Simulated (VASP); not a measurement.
Crystal: CdSe (Cadmoselite).

```
Cd Se
1.0
     4.30000    0.00000    0.00000
    -2.15000    3.72391    0.00000
     0.00000    0.00000    7.02000
Cd Se
2 2
Direct
  0.66667 0.33333 0.50000
  0.33333 0.66667 0.00000
  0.66667 0.33333 0.88500
  0.33333 0.66667 0.38500
```

- Program: VASP 6.6.1
- Task: relaxation of cell and atoms
- Functional: BLYP
- Potentials or basis: VASP PAW PBE potentials, release 64 (Cd, Se)
- Cutoff: 600 eV
- k mesh: 7 × 7 × 4
- Occupations: fermi-dirac, width 0.05 eV
- Spin: no spin polarisation

At the start: pressure 6.3 GPa; volume 28.10 Å³/atom.

Q: How do energy, volume and symmetry change on relaxing?

A: Over 10 steps the energy falls by 69.2 meV/atom and the volume is 31.77 Å³/atom (+13.0 %); space group P6_3mc (No. 186, to 0.05 Å).

Step by step:
| step | energy change (eV) | largest force (eV/Å) | pressure (GPa) | volume (Å³) |
| --- | --- | --- | --- | --- |
| 1 | 0.0000 | 0.3169 | 6.34 | 112.41 |
| 2 | -0.2555 | 0.0459 | -1.18 | 131.47 |
| 3 | -0.2720 | 0.0821 | 0.01 | 127.07 |
| 4 | -0.2720 | 0.0790 | -0.08 | 127.38 |
| 5 | -0.2734 | 0.0641 | -0.08 | 127.35 |
| 6 | -0.2762 | 0.0197 | -0.05 | 127.28 |
| 7 | -0.2746 | 0.0798 | -0.02 | 127.13 |
| 8 | -0.2768 | 0.0133 | -0.03 | 127.23 |
| 9 | -0.2769 | 0.0059 | 0.03 | 127.00 |
| 10 | -0.2769 | 0.0007 | 0.00 | 127.07 |

Final structure:
```yaml
crystal:
  lattice:
    - [4.47656, 0.00000, 0.00000]
    - [-2.23828, 3.87681, 0.00000]
    - [0.00000, 0.00000, 7.32176]
  atoms:
    - { symbol: Cd, position: [0.66667, 0.33333, 0.50485] }
    - { symbol: Cd, position: [0.33333, 0.66667, 0.00485] }
    - { symbol: Se, position: [0.66667, 0.33333, 0.88015] }
    - { symbol: Se, position: [0.33333, 0.66667, 0.38015] }
```

Caveat: the PAW data sets were made with another functional, which shifts forces and pressure a little; the volume moved by +13 % from the deposited cell, more than functionals usually miss.
